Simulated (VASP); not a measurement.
# AlN in VASP: further runs

The runs below take AlN through single point, with r2SCAN, HSE06.

All numbers are computed with VASP 6.6.1; they aren't measurements. Logs are shortened: lines on timing, memory, paths and dates and some standing lists are left out, and cuts for length are marked.

## (1) The cell of the first run

Symmetry: P2_1, No. 4, monoclinic system. Conventional cell: a = 3.040 Å, b = 4.979 Å, c = 3.108 Å, α = 90.00°, β = 117.84°, γ = 90.00°. Al (site symmetry 1) has 4 N at 1.88 to 1.90 Å within 2.5 Å. N (site symmetry 1) has 4 Al at 1.88 to 1.90 Å within 2.5 Å.

## (2) Single point, r2SCAN (shear xy strain -5.0%)

Contents of POSCAR:

```
AlN
1.0
    3.1066937589     -0.0776673440      0.0000000000
   -1.6206087724      2.7293093889      0.0000000000
    0.0000000000      0.0000000000      4.9785915513
Al N
2 2
Direct
    0.3359270456      0.6667427836     -0.0033166583
    0.6640729544      0.3332572164      0.4966833417
    0.3417229694      0.6673600997      0.3783166583
    0.6582770306      0.3326399003      0.8783166583
```

Contents of INCAR.step1:

```
PREC = Accurate ; ENCUT = 660
ISMEAR = 0 ; SIGMA = 0.01
LREAL = F ; LASPH = T
NELM = 120 ; NBANDS = 16
GGA = PE ; ALGO = Normal
EDIFF = 1E-5 ; LWAVE = T
LCHARG = F ; GGA_COMPAT = F
```

Contents of INCAR.step2:

```
PREC = Accurate ; ENCUT = 660
EDIFF = 1E-6 ; ISMEAR = 0
SIGMA = 0.01 ; LREAL = F
LASPH = T ; NELM = 120
ALGO = Normal ; ISIF = 2
LWAVE = F ; LCHARG = F
METAGGA = R2SCAN ; LMIXTAU = T
NBANDS = 16 ; ISTART = 1
GGA_COMPAT = F
```

Contents of KPOINTS:

```
regular mesh
0
Gamma
  12 12 6
```

Potentials or basis: VASP PAW PBE potentials, release 64 (Al, N).

The run is started by

```bash
$ cat potpaw_PBE.64/Al/POTCAR potpaw_PBE.64/N/POTCAR > POTCAR
$ cp INCAR.step1 INCAR
$ mpirun -np 1 vasp_std > vasp.out
$ cp INCAR.step2 INCAR
$ mpirun -np 1 vasp_std > vasp.out
```

OUTCAR:

```text
PREC = Accurate
   ENCUT = 660
   EDIFF = 1E-6
   ISMEAR = 0
   LREAL = F
   LASPH = T
   NELM = 120
   ISIF = 2
   METAGGA = R2SCAN
   ISTART = 1

 ion  position               nearest neighbor table
   1  0.336  0.667  0.997-   4 1.88   4 1.89   4 1.90   3 1.90   2 3.05   2 3.05   2 3.07   2 3.07
                             2 3.08   2 3.08
   2  0.664  0.333  0.497-   3 1.88   3 1.89   3 1.90   4 1.90   1 3.05   1 3.05   1 3.07   1 3.07
                             1 3.08   1 3.08
   3  0.342  0.667  0.378-   2 1.88   2 1.89   2 1.90   1 1.90
   4  0.658  0.333  0.878-   1 1.88   1 1.89   1 1.90   2 1.90

  LATTYP: Found a simple monoclinic cell.
 ALAT       =     3.0396799373
 B/A-ratio  =     1.6378670301
 C/A-ratio  =     1.0223656810
 COS(beta)  =    -0.4669407592

  Lattice vectors:

 A1 = (   1.4860849865,   2.6516420449,   0.0000000000)
 A2 = (   0.0000000000,   0.0000000000,  -4.9785915513)
 A3 = (  -3.1066937589,   0.0776673440,   0.0000000000)

Analysis of symmetry for initial positions (statically):
=====================================================================
 Subroutine PRICEL returns:
 Original cell was already a primitive cell.

 Routine SETGRP: Setting up the symmetry group for a
 simple monoclinic supercell.

 Subroutine GETGRP returns: Found  2 space group operations
 (whereof  1 operations were pure point group operations)
 out of a pool of  4 trial point group operations.

The static configuration has the point symmetry C_1 .
 The point group associated with its full space group is C_2 .

Analysis of symmetry for dynamics (positions and initial velocities):
=====================================================================
 Subroutine PRICEL returns:
 Original cell was already a primitive cell.

 Routine SETGRP: Setting up the symmetry group for a
 simple monoclinic supercell.

 Subroutine GETGRP returns: Found  2 space group operations
 (whereof  1 operations were pure point group operations)
 out of a pool of  4 trial point group operations.

The dynamic configuration has the point symmetry C_1 .
 The point group associated with its full space group is C_2 .

 Subroutine INISYM returns: Found  2 space group operations
 (whereof  1 operations are pure point group operations),
 and found     1 'primitive' translations

----------------------------------------------------------------------------------------

                                     Primitive cell

  volume of cell :      41.5875

  direct lattice vectors                    reciprocal lattice vectors
     3.106693759 -0.077667344  0.000000000     0.326735833  0.194009137  0.000000000
    -1.620608772  2.729309389  0.000000000     0.009297848  0.371913928  0.000000000
     0.000000000  0.000000000  4.978591551     0.000000000  0.000000000  0.200860020

  length of vectors
     3.107664449  3.174193210  4.978591551     0.379994539  0.372030133  0.200860020

  position of ions in fractional coordinates (direct lattice)
     0.335927046  0.666742784  0.996683342
     0.664072954  0.333257216  0.496683342
     0.341722969  0.667360100  0.378316658
     0.658277031  0.332639900  0.878316658

  ion indices of the primitive-cell ions
   primitive index   ion index
                 1           1
                 2           2
                 3           3
                 4           4

----------------------------------------------------------------------------------------

 KPOINTS: regular mesh

Automatic generation of k-mesh.
 Grid dimensions read from file:
 generate k-points for:   12   12    6

 Generating k-lattice:

  Cartesian coordinates                     Fractional coordinates (reciprocal lattice)
     0.027227986  0.016167428  0.000000000     0.083333333  0.000000000  0.000000000
     0.000774821  0.030992827  0.000000000     0.000000000  0.083333333  0.000000000
     0.000000000  0.000000000  0.033476670     0.000000000  0.000000000  0.166666667

  Length of vectors
     0.031666212  0.031002511  0.033476670

  Shift w.r.t. Gamma in fractional coordinates (k-lattice)
     0.000000000  0.000000000  0.000000000

 Subroutine IBZKPT returns following result:
 ===========================================

 Found    296 irreducible k-points:

 Following reciprocal coordinates:
            Coordinates               Weight
  0.000000  0.000000  0.000000      1.000000
  0.083333  0.000000  0.000000      2.000000
  0.166667 -0.000000  0.000000      2.000000
  0.250000  0.000000  0.000000      2.000000
  0.333333 -0.000000  0.000000      2.000000
  0.416667  0.000000  0.000000      2.000000
[... 16 lines left out ...]
  0.250000  0.166667  0.000000      2.000000
  0.333333  0.166667  0.000000      2.000000
 [... further k-points ...]
   k-points           NKPTS =    296   k-points in BZ     NKDIM =    296   number of bands    NBANDS=     16
   number of dos      NEDOS =    301   number of ions     NIONS =      4
   total plane-waves  NPLWV =  32928
   dimension x,y,z NGX =    28 NGY =   28 NGZ =   42
   dimension x,y,z NGXF=    56 NGYF=   56 NGZF=   84
   ions per type =               2   2
   NGX,Y,Z   is equivalent  to a cutoff of  14.98, 14.66, 14.02 a.u.
   NGXF,Y,Z  is equivalent  to a cutoff of  29.96, 29.33, 28.05 a.u.
 SYSTEM =  unknown system
   PREC   = accura    normal or accurate (medium, high low for compatibility)
   ISTART =      1    job   : 0-new  1-cont  2-samecut
   ICHARG =      0    charge: 1-file 2-atom 10-const
   ISPIN  =      1    spin polarized calculation?
   LNONCOLLINEAR =      F non collinear calculations
   LSORBIT =      F    spin-orbit coupling
   LASPH  =      T    aspherical Exc in radial PAW
   ENCUT  =  660.0 eV  48.51 Ry    6.96 a.u.   6.51  6.65 10.43*2*pi/ulx,y,z
   NELM   =    120;   NELMIN=  2; NELMDL=  0     # of ELM steps
   EDIFF  = 0.1E-05   stopping-criterion for ELM
   LREAL  =      F    real-space projection
   EDIFFG = 0.1E-04   stopping-criterion for IOM
   NSW    =      0    number of steps for IOM
   IBRION =     -1    ionic relax: 0-MD 1-quasi-New 2-CG
   NFREE  =      0    steps in history (QN), initial steepest desc. (CG)
   ISIF   =      2    stress and relaxation
   ISYM   =      2    0-nonsym 1-usesym 2-fastsym
   POTIM  = 0.5000    time-step for ionic-motion
   TEBEG  =    0.0;   TEEND  =   0.0 temperature during run
   PSTRESS=    0.0 pullay stress
   NELECT =      16.0000    total number of electrons
   NUPDOWN=      -1.0000    fix difference up-down
   EMIN   =  10.00;   EMAX   =-10.00  energy-range for DOS
   EFERMI =   0.00;   METHOD = LEGACY
   ISMEAR =     0;   SIGMA  =   0.01  broadening in eV -4-tet -1-fermi 0-gaus
   EFERMI_NEDOS =   21; number of points for ismear=-14 and -15
   IALGO  =     38    algorithm
   IMIX   =      4    mixing-type and parameters
     AMIX     =   0.40;   BMIX     =  1.00
     AMIX_MAG =   1.60;   BMIX_MAG =  1.00
  volume/ion in A,a.u.               =      10.40        70.16
  Fermi-wavevector in a.u.,A,eV,Ry     =   1.190677  2.250053 19.289141  1.417712
  Thomas-Fermi vector in A             =   2.326756
   LORBIT       =      0    0 simple, 1 ext, 2 COOP (PROOUT), +10 PAW based schemes
   METAGGA = R2SCAN    functional components
   LHFCALC =     F    Hartree Fock is set to
   AEXX    =    0.0000 exact exchange contribution
   IVDW    =     0    specifies the selected vdW correction
   LEPSILON=     F    determine dielectric tensor
   LRPA    =     F    only Hartree local field effects (RPA)
 non-spin polarized calculation
 Gauss-broadening in eV      SIGMA  =   0.01
  energy-cutoff  :      660.00
  volume of cell :       41.59
 maximum number of plane-waves:      1622
 NGX is ok and might be reduce to    28
   NGX = 13   NGY = 13   NGZ = 21

 number of electron      16.0000001 magnetization

 Free energy of the ion-electron system (eV)
  ---------------------------------------------------
  ext. energy  EPLUGINS =         0.00000000
  ---------------------------------------------------
  free energy    TOTEN  =       -38.40995712 eV

  energy without entropy =      -38.40995712  energy(sigma->0) =      -38.40995712

 E-fermi :   6.0345     XC(G=0): -11.4215

 val. band max:        5.9254011494   @ k =   0.0000   0.0000   0.0000
 cond. band min:      10.8250925368   @ k =   0.0000   0.0000   0.0000
 fundamental gap:      4.8996913875
 Fermi energy:         6.0344926830

 k-point     1 :       0.0000    0.0000    0.0000
  band No.  band energies     occupation
      1     -10.0556      2.00000
      2      -7.9336      2.00000
      3      -0.1448      2.00000
      4       4.8181      2.00000
      5       5.2838      2.00000
      6       5.5488      2.00000
[... 8 lines left out ...]
     15      20.0339      0.00000
     16      20.4595      0.00000

 k-point     2 :       0.0833    0.0000    0.0000
  band No.  band energies     occupation
      1      -9.9616      2.00000
      2      -7.8791      2.00000
      3      -0.0322      2.00000
      4       4.6639      2.00000
      5       4.8957      2.00000
      6       5.4032      2.00000
[... 8 lines left out ...]
     15      19.8524      0.00000
     16      20.3974      0.00000

 k-point     3 :       0.1667   -0.0000    0.0000
  band No.  band energies     occupation
      1      -9.6886      2.00000
      2      -7.7298      2.00000
      3       0.2994      2.00000
      4       3.8249      2.00000
      5       4.3814      2.00000
      6       4.5590      2.00000
[... 8 lines left out ...]
     15      19.2718      0.00000
     16      19.5593      0.00000
[... 362 lines left out ...]
 k-point    23 :       0.2500    0.1667    0.0000
  band No.  band energies     occupation
      1      -8.5486      2.00000
      2      -7.3159      2.00000
      3       1.6068      2.00000
      4       1.7945      2.00000
      5       2.1064      2.00000
      6       3.5745      2.00000
[... 8 lines left out ...]
     15      19.4381      0.00000
     16      21.8592      0.00000

 k-point    24 :       0.3333    0.1667    0.0000
  band No.  band energies     occupation
      1      -8.0895      2.00000
      2      -7.3015      2.00000
      3       0.9489      2.00000
      4       1.9845      2.00000
      5       2.4942      2.00000
      6       2.9874      2.00000
[... 8 lines left out ...]
     15      19.3464      0.00000
     16      21.8661      0.00000

 [... further k-points ...]

------------------------ aborting loop because EDIFF is reached ----------------------------------------

  FORCE on cell =-STRESS in cart. coord.  units (eV):
  Direction    XX          YY          ZZ          XY          YZ          ZX
  --------------------------------------------------------------------------------------
  -------------------------------------------------------------------------------------
  Total       -0.1899889      0.0640430     -0.1482131      1.7677266      0.0000000      0.0000000
  in kB       -7.3194132      2.4672881     -5.7099805     68.1025195      0.0000000      0.0000000
  external PRESSURE =      -3.5207019 kB  Pullay stress =       0.0000000 kB

 VOLUME and BASIS-vectors are now :
 -----------------------------------------------------------------------------
  energy-cutoff  :      660.00
  volume of cell :       41.59
      direct lattice vectors                 reciprocal lattice vectors
     3.106693759 -0.077667344  0.000000000     0.326735833  0.194009137  0.000000000
    -1.620608772  2.729309389  0.000000000     0.009297848  0.371913928  0.000000000
     0.000000000  0.000000000  4.978591551     0.000000000  0.000000000  0.200860020

 POSITION                                       TOTAL-FORCE (eV/Angst)
 -----------------------------------------------------------------------------------
     -0.03691      1.79366      4.96208         0.000956      0.000447      0.004305
      1.52299      0.85799      2.47278        -0.000956     -0.000447      0.004305
     -0.01990      1.79489      1.88348         0.003642      0.000611     -0.004305
      1.50599      0.85675      4.37278        -0.003642     -0.000611     -0.004305
 -----------------------------------------------------------------------------------
    total drift:                               -0.000000     -0.000000      0.021444

  FREE ENERGIE OF THE ION-ELECTRON SYSTEM (eV)
  ---------------------------------------------------
  free  energy   TOTEN  =       -38.4099571195 eV

  energy  without entropy=      -38.4099571195  energy(sigma->0) =      -38.40995712
```

Run time: 6.6 min. Hardware: 1 thread of Intel Xeon 6975P-C (Granite Rapids), shared host; peak memory 0.35 GiB.

What came out:

| Property | Result |
| --- | --- |
| Free energy | -38.4100 eV |
| Pressure | -0.4 GPa |
| Largest force | 0.006 eV/Å |
| Band gap on the k mesh | 4.90 eV |

Forces in eV/Å, atoms in the order of the input:
```
Al   0.001  0.000  0.004
Al  -0.001  0.000  0.004
N    0.004  0.001 -0.004
N   -0.004 -0.001 -0.004
```

Levels at points of the mesh, in eV from the valence-band top:
| k point | band 5 | band 6 | band 7 | band 8 | band 9 | band 10 | band 11 | band 12 |
| --- | --- | --- | --- | --- | --- | --- | --- | --- |
| (0.00, 0.00, 0.00) | -0.64 | -0.38 | -0.04 | 0.00 | 4.90 | 7.45 | 11.46 | 11.73 |
| (0.50, 0.00, 0.00) | -3.29 | -2.47 | -1.65 | -0.96 | 6.19 | 6.26 | 8.73 | 11.11 |
| (0.00, 0.50, 0.00) | -3.37 | -2.13 | -1.76 | -0.70 | 6.46 | 6.56 | 9.06 | 11.15 |
| (0.50, 0.50, 0.00) | -3.48 | -1.88 | -1.77 | -0.43 | 6.63 | 6.96 | 9.36 | 11.12 |
| (0.00, 0.00, 0.50) | -0.75 | -0.75 | -0.35 | -0.35 | 7.22 | 7.22 | 11.18 | 11.18 |
| (0.50, 0.00, 0.50) | -1.80 | -1.80 | -1.39 | -1.39 | 5.92 | 5.92 | 9.98 | 9.98 |
| (0.00, 0.50, 0.50) | -1.50 | -1.50 | -1.36 | -1.36 | 5.99 | 5.99 | 10.15 | 10.15 |
| (0.50, 0.50, 0.50) | -1.40 | -1.40 | -1.17 | -1.17 | 6.05 | 6.05 | 10.37 | 10.37 |

Caveat: the cell differs from its parent crystal (shear xy strain -5.0%); the PAW data sets were made with another functional, which shifts forces and pressure a little.

(Part 1 of 2 ends here.)
